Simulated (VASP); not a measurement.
# Sb (R-3m) in VASP: single point with PBE

Aim: the single point of Sb with PBE.

All numbers are computed with VASP 6.6.1; they aren't measurements. Logs are shortened: lines on timing, memory, paths and dates and some standing lists are left out, and cuts for length are marked.

## Step 1: The cell of the first run

It takes space group R-3m (No. 166, trigonal). The conventional cell has a = 4.373 Å, b = 4.373 Å, c = 11.615 Å, α = 90.00°, β = 90.00°, γ = 120.00°. Sb (site symmetry 3m) has 6 Sb at 2.94 to 3.46 Å within 3.9 Å.

## Step 2: Single point, PBE

Contents of INCAR:

```
PREC     = Accurate       # precision mode
ENCUT    = 520            # plane-wave cutoff, eV
EDIFF    = 1E-6           # SCF threshold, eV
ISMEAR   = 0              # smearing method
SIGMA    = 0.05           # smearing width, eV
LREAL    = False          # projectors in reciprocal space
LASPH    = True           # aspherical terms in the spheres
NELM     = 80             # most SCF steps
ALGO     = Normal         # electronic algorithm
ISIF     = 2              # what is computed and relaxed
LWAVE    = False          # write WAVECAR
LCHARG   = False          # write CHGCAR
GGA      = PE             # functional
NBANDS   = 12             # bands
```

Contents of KPOINTS:

```
Automatic mesh
0
Gamma
  6 6 6
```

Contents of POSCAR:

```
Sb
1.0
    2.1866633823      1.2624706924      3.8717102421
   -2.1866633823      1.2624706924      3.8717102421
    0.0000000000     -2.5249413848      3.8717102421
Sb
2
Direct
    0.2312609586      0.2312609586      0.2312609586
    0.7687390414      0.7687390414      0.7687390414
```

Potentials or basis: VASP PAW PBE potentials, release 64 (Sb).

Run with:

```bash
> cat potpaw_PBE.64/Sb/POTCAR > POTCAR
> mpirun -np 1 vasp_std > vasp.out
```

OUTCAR:

```text
PREC = Accurate
   ENCUT = 520
   EDIFF = 1E-6
   ISMEAR = 0
   LREAL = False
   LASPH = True
   NELM = 80
   ISIF = 2
   GGA = PE

 ion  position               nearest neighbor table
   1  0.231  0.231  0.231-   2 2.94   2 2.94   2 2.94   2 3.46   2 3.46   2 3.46
   2  0.769  0.769  0.769-   1 2.94   1 2.94   1 2.94   1 3.46   1 3.46   1 3.46

  LATTYP: Found a trigonal (rhomboedric) cell.
 ALAT       =     4.6222796535
 COS(alpha) =     0.5524089170

  Lattice vectors:

 A1 = (   2.1866633823,   1.2624706924,   3.8717102421)
 A2 = (  -2.1866633823,   1.2624706924,   3.8717102421)
 A3 = (   0.0000000000,  -2.5249413848,   3.8717102421)

Analysis of symmetry for initial positions (statically):
=====================================================================
 Subroutine PRICEL returns:
 Original cell was already a primitive cell.

 Routine SETGRP: Setting up the symmetry group for a
 trigonal (rhombohedral) supercell.

 Subroutine GETGRP returns: Found 12 space group operations
 (whereof 12 operations were pure point group operations)
 out of a pool of 12 trial point group operations.

The static configuration has the point symmetry D_3d.

Analysis of symmetry for dynamics (positions and initial velocities):
=====================================================================
 Subroutine PRICEL returns:
 Original cell was already a primitive cell.

 Routine SETGRP: Setting up the symmetry group for a
 trigonal (rhombohedral) supercell.

 Subroutine GETGRP returns: Found 12 space group operations
 (whereof 12 operations were pure point group operations)
 out of a pool of 12 trial point group operations.

The dynamic configuration has the point symmetry D_3d.

 Subroutine INISYM returns: Found 12 space group operations
 (whereof 12 operations are pure point group operations),
 and found     1 'primitive' translations

----------------------------------------------------------------------------------------

                                     Primitive cell

  volume of cell :      64.1294

  direct lattice vectors                    reciprocal lattice vectors
     2.186663382  1.262470692  3.871710242     0.228658880  0.132016266  0.086094597
    -2.186663382  1.262470692  3.871710242    -0.228658880  0.132016266  0.086094597
     0.000000000 -2.524941385  3.871710242     0.000000000 -0.264032532  0.086094597

  length of vectors
     4.622279654  4.622279654  4.622279654     0.277714705  0.277714705  0.277714705

  position of ions in fractional coordinates (direct lattice)
     0.231260959  0.231260959  0.231260959
     0.768739041  0.768739041  0.768739041

  ion indices of the primitive-cell ions
   primitive index   ion index
                 1           1
                 2           2

----------------------------------------------------------------------------------------

 KPOINTS: Automatic mesh

Automatic generation of k-mesh.
 Grid dimensions read from file:
 generate k-points for:    6    6    6

 Generating k-lattice:

  Cartesian coordinates                     Fractional coordinates (reciprocal lattice)
     0.038109813  0.022002711  0.014349100     0.166666667  0.000000000  0.000000000
    -0.038109813  0.022002711  0.014349100     0.000000000  0.166666667  0.000000000
     0.000000000 -0.044005422  0.014349100     0.000000000  0.000000000  0.166666667

  Length of vectors
     0.046285784  0.046285784  0.046285784

  Shift w.r.t. Gamma in fractional coordinates (k-lattice)
     0.000000000  0.000000000  0.000000000

 Subroutine IBZKPT returns following result:
 ===========================================

 Found     32 irreducible k-points:

 Following reciprocal coordinates:
            Coordinates               Weight
  0.000000  0.000000  0.000000      1.000000
  0.166667 -0.000000  0.000000      6.000000
  0.333333  0.000000  0.000000      6.000000
  0.500000  0.000000  0.000000      3.000000
  0.166667  0.166667 -0.000000      6.000000
  0.333333  0.166667  0.000000     12.000000
[... 16 lines left out ...]
  0.500000  0.500000  0.166667      6.000000
 -0.333333  0.500000  0.166667     12.000000
 [... further k-points ...]
   k-points           NKPTS =     32   k-points in BZ     NKDIM =     32   number of bands    NBANDS=     12
   number of dos      NEDOS =    301   number of ions     NIONS =      2
   total plane-waves  NPLWV =  46656
   dimension x,y,z NGX =    36 NGY =   36 NGZ =   36
   dimension x,y,z NGXF=    72 NGYF=   72 NGZF=   72
   ions per type =               2
   NGX,Y,Z   is equivalent  to a cutoff of  12.95, 12.95, 12.95 a.u.
   NGXF,Y,Z  is equivalent  to a cutoff of  25.90, 25.90, 25.90 a.u.
 SYSTEM =  unknown system
   PREC   = accura    normal or accurate (medium, high low for compatibility)
   ISTART =      0    job   : 0-new  1-cont  2-samecut
   ICHARG =      2    charge: 1-file 2-atom 10-const
   ISPIN  =      1    spin polarized calculation?
   LNONCOLLINEAR =      F non collinear calculations
   LSORBIT =      F    spin-orbit coupling
   LASPH  =      T    aspherical Exc in radial PAW
   ENCUT  =  520.0 eV  38.22 Ry    6.18 a.u.   8.59  8.59  8.59*2*pi/ulx,y,z
   NELM   =     80;   NELMIN=  2; NELMDL= -5     # of ELM steps
   EDIFF  = 0.1E-05   stopping-criterion for ELM
   LREAL  =      F    real-space projection
   EDIFFG = 0.1E-04   stopping-criterion for IOM
   NSW    =      0    number of steps for IOM
   IBRION =     -1    ionic relax: 0-MD 1-quasi-New 2-CG
   NFREE  =      0    steps in history (QN), initial steepest desc. (CG)
   ISIF   =      2    stress and relaxation
   ISYM   =      2    0-nonsym 1-usesym 2-fastsym
   POTIM  = 0.5000    time-step for ionic-motion
   TEBEG  =    0.0;   TEEND  =   0.0 temperature during run
   PSTRESS=    0.0 pullay stress
   NELECT =      10.0000    total number of electrons
   NUPDOWN=      -1.0000    fix difference up-down
   EMIN   =  10.00;   EMAX   =-10.00  energy-range for DOS
   EFERMI =   0.00;   METHOD = LEGACY
   ISMEAR =     0;   SIGMA  =   0.05  broadening in eV -4-tet -1-fermi 0-gaus
   EFERMI_NEDOS =   21; number of points for ismear=-14 and -15
   IALGO  =     38    algorithm
   IMIX   =      4    mixing-type and parameters
     AMIX     =   0.40;   BMIX     =  1.00
     AMIX_MAG =   1.60;   BMIX_MAG =  1.00
  volume/ion in A,a.u.               =      32.06       216.38
  Fermi-wavevector in a.u.,A,eV,Ry     =   0.881162  1.665155 10.564194  0.776446
  Thomas-Fermi vector in A             =   2.001621
   LORBIT       =      0    0 simple, 1 ext, 2 COOP (PROOUT), +10 PAW based schemes
   GGA     = PE    functional components
   LHFCALC =     F    Hartree Fock is set to
   AEXX    =    0.0000 exact exchange contribution
   IVDW    =     0    specifies the selected vdW correction
   LEPSILON=     F    determine dielectric tensor
   LRPA    =     F    only Hartree local field effects (RPA)
 non-spin polarized calculation
 Gauss-broadening in eV      SIGMA  =   0.05
  energy-cutoff  :      520.00
  volume of cell :       64.13
 maximum number of plane-waves:      1742
 NGX is ok and might be reduce to    36
   NGX = 17   NGY = 17   NGZ = 17

 number of electron      10.0000000 magnetization

 Free energy of the ion-electron system (eV)
  ---------------------------------------------------
  ext. energy  EPLUGINS =         0.00000000
  ---------------------------------------------------
  free energy    TOTEN  =        -8.29695839 eV

  energy without entropy =       -8.29617479  energy(sigma->0) =       -8.29656659

 E-fermi :   6.5233     XC(G=0):  -9.2658

 val. band max:        6.5232936029   @ k =   0.3333   0.1667   0.1667
 cond. band min:       6.8496432787   @ k =   0.5000   0.0000   0.0000
 fundamental gap:      0.3263496758
 Fermi energy:         6.5232936053

 k-point     1 :       0.0000    0.0000    0.0000
  band No.  band energies     occupation
      1      -5.7615      2.00000
      2       1.4776      2.00000
      3       4.6275      2.00000
      4       4.8674      2.00000
      5       4.8674      2.00000
      6       8.3966      0.00000
      7       9.1048      0.00000
      8       9.1048      0.00000
      9      11.8059      0.00000
     10      11.8059      0.00000
     11      11.9820      0.00000
     12      13.2642      0.00000

 k-point     2 :       0.1667   -0.0000    0.0000
  band No.  band energies     occupation
      1      -5.4728      2.00000
      2       0.4953      2.00000
      3       4.6378      2.00000
      4       4.7769      2.00000
      5       5.1601      2.00000
      6       8.2132      0.00000
      7       8.4959      0.00000
      8       8.5896      0.00000
      9      11.1734      0.00000
     10      11.6839      0.00000
     11      12.0190      0.00000
     12      14.8501      0.00000

 k-point     3 :       0.3333    0.0000    0.0000
  band No.  band energies     occupation
      1      -4.6285      2.00000
      2      -1.3444      2.00000
      3       4.6301      2.00000
      4       4.6427      2.00000
      5       5.6950      2.00000
      6       7.1820      0.00000
      7       7.4359      0.00000
      8       7.6952      0.00000
      9      12.1548      0.00000
     10      12.9178      0.00000
     11      13.5140      0.00000
     12      16.7057      0.00000
[... 286 lines left out ...]
 k-point    23 :       0.5000    0.5000    0.1667
  band No.  band energies     occupation
      1      -3.9081      2.00000
      2      -1.4397      2.00000
      3       1.7580      2.00000
      4       3.4654      2.00000
      5       3.8680      2.00000
      6       8.7188      0.00000
      7      10.1723      0.00000
      8      11.2854      0.00000
      9      11.9023      0.00000
     10      15.2609      0.00000
     11      15.5593      0.00000
     12      16.0059      0.00000

 k-point    24 :      -0.3333    0.5000    0.1667
  band No.  band energies     occupation
      1      -3.3511      2.00000
      2      -2.0055      2.00000
      3       1.6387      2.00000
      4       2.4610      2.00000
      5       4.8064      2.00000
      6       8.4106      0.00000
      7       9.8718      0.00000
      8      11.9999      0.00000
      9      12.1503      0.00000
     10      13.4941      0.00000
     11      16.0454      0.00000
     12      16.8793      0.00000

 [... further k-points ...]

------------------------ aborting loop because EDIFF is reached ----------------------------------------

  FORCE on cell =-STRESS in cart. coord.  units (eV):
  Direction    XX          YY          ZZ          XY          YZ          ZX
  --------------------------------------------------------------------------------------
  -------------------------------------------------------------------------------------
  Total        0.0861061      0.0861061      0.0809855      0.0000000     -0.0000000      0.0000000
  in kB        2.1512323      2.1512323      2.0233018      0.0000000     -0.0000000      0.0000000
  external PRESSURE =       2.1085888 kB  Pullay stress =       0.0000000 kB

 VOLUME and BASIS-vectors are now :
 -----------------------------------------------------------------------------
  energy-cutoff  :      520.00
  volume of cell :       64.13
      direct lattice vectors                 reciprocal lattice vectors
     2.186663382  1.262470692  3.871710242     0.228658880  0.132016266  0.086094597
    -2.186663382  1.262470692  3.871710242    -0.228658880  0.132016266  0.086094597
     0.000000000 -2.524941385  3.871710242     0.000000000 -0.264032532  0.086094597

 POSITION                                       TOTAL-FORCE (eV/Angst)
 -----------------------------------------------------------------------------------
      0.00000      0.00000      2.68613         0.000000      0.000000      0.060195
      0.00000      0.00000      8.92900         0.000000     -0.000000     -0.060195
 -----------------------------------------------------------------------------------
    total drift:                               -0.000000      0.000000     -0.000000

  FREE ENERGIE OF THE ION-ELECTRON SYSTEM (eV)
  ---------------------------------------------------
  free  energy   TOTEN  =        -8.2969583917 eV

  energy  without entropy=       -8.2961747948  energy(sigma->0) =       -8.29656659
```

It took 56 s on 1 thread of AMD EPYC 7R13, shared host; peak memory 0.18 GiB.

Results:

| Item | Value |
| --- | --- |
| Free energy | -8.2970 eV |
| Pressure | 0.2 GPa |
| Largest force | 0.060 eV/Å |
| Band gap on the k mesh | zero (band 5 reaches 6.52 eV, above the bottom of band 6 at 6.34 eV) |

Forces in eV/Å, atoms in the order of the input:
```
Sb   0.000  0.000  0.060
Sb   0.000  0.000 -0.060
```

Caveat: spin-orbit coupling is left out, which moves the levels of the heavy elements.
